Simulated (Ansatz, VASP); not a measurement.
# One calculation of RbCl, two programs

```
Rb Cl
1.0
     0.00000    3.30871    3.30871
     3.30871    0.00000    3.30871
     3.30871    3.30871    0.00000
Rb Cl
1 1
Cartesian
  0.0000 0.0000 0.0000
  3.3087 3.3087 3.3087
```

Alike in both runs: task relaxation of cell and atoms; functional PBE; dispersion D3(BJ); k mesh 6 × 6 × 6; occupations gaussian, width 0.02 eV; no spin polarisation.

```csv
,VASP,Ansatz
version,VASP 6.6.1,Ansatz 0.2.0
potentials or method,"VASP PAW PBE potentials, release 64 (Rb_sv, Cl), cutoff 500 eV","scalar-relativistic, plane waves, PAW"
valence electrons in the cell,16,16
```

Ansatz gave:

* gap on the k mesh at the Fermi level, each at its own relaxed structure (eV): 4.99
* relaxed volume (Å³/atom): 35.73
* relaxed cell length with the largest relative difference (Å): 4.658

Q: What did VASP give for the same quantities?

A: gap on the k mesh at the Fermi level, each at its own relaxed structure (eV): 4.99; relaxed volume (Å³/atom): 35.75; relaxed cell length with the largest relative difference (Å): 4.659.
